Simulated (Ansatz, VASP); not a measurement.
# One calculation of In, two programs

Contents of INCAR:

```
ALGO = Normal
EDIFF = 1E-8
ENCUT = 520
GGA = PE
ISIF = 2
ISMEAR = -1
LASPH = T
LCHARG = F
LEFG = T
LREAL = F
LWAVE = F
NBANDS = 12
NELM = 80
PREC = Accurate
SIGMA = 0.05
```

Contents of KPOINTS:

```
k-points
0
Gamma
  14 14 14
```

Contents of POSCAR:

```
In
1.0
   -1.6261500000      1.6261500000      2.4739500000
    1.6261500000     -1.6261500000      2.4739500000
    1.6261500000      1.6261500000     -2.4739500000
In
1
Direct
    0.0000000000      0.0000000000      0.0000000000
```

Input for Ansatz:

```yaml
crystal:
  lattice:
    - [-1.62615, 1.62615, 2.47395]
    - [1.62615, -1.62615, 2.47395]
    - [1.62615, 1.62615, -2.47395]
  atoms:
    - { symbol: In, position: [0.0, 0.0, 0.0] }
kpoints:
  mp_grid: { grid: [14, 14, 14] }
  band_path:
    path:
      - [0.0, 0.0, 0.0]
      - [0.0, 0.0, 0.5]
      - [0.25, 0.25, 0.25]
      - [0.0, 0.5, 0.0]
      - [0.0, 0.0, 0.0]
      - [0.5, 0.5, -0.5]
      - [0.3580138334, 0.6419861666, -0.3580138334]
      - [-0.3580138334, 0.3580138334, 0.3580138334]
      - [0.0, 0.0, 0.0]
    npoints: 8
scf:
  occupations: { method: fermi_dirac, width: 0.05 }
hamiltonian:
  xc: pbe
  pseudopotentials: { kind: all_electron, datasets: crystal }
output:
  forces: true
  stress: true
  eigenvalues: true
  efg: { contact_densities: true }
```

Alike in both runs: task electric field gradients; functional PBE; k mesh 14 × 14 × 14; occupations fermi-dirac, width 0.05 eV; no spin polarisation.

|  | VASP | Ansatz |
| --- | --- | --- |
| version | VASP 6.6.1 | Ansatz 0.2.0 |
| potentials or method | VASP PAW PBE potentials, release 64 (In_d), cutoff 520 eV | all-electron PAW with datasets made for the crystal, scalar-relativistic |

|  | VASP | Ansatz | Ansatz less VASP |
| --- | --- | --- | --- |
| pressure (GPa) | 1.9 | 1.9 | +0.05 |
| traceless stress, the component that is largest in VASP (GPa) | 0.18 | 0.18 | +0.002 |
| size of Vzz on the site where it differs most (V/Å²) | 21.4 | 22.0 | +0.59 |

Ansatz ran all-electron here, and VASP with PAW potentials.
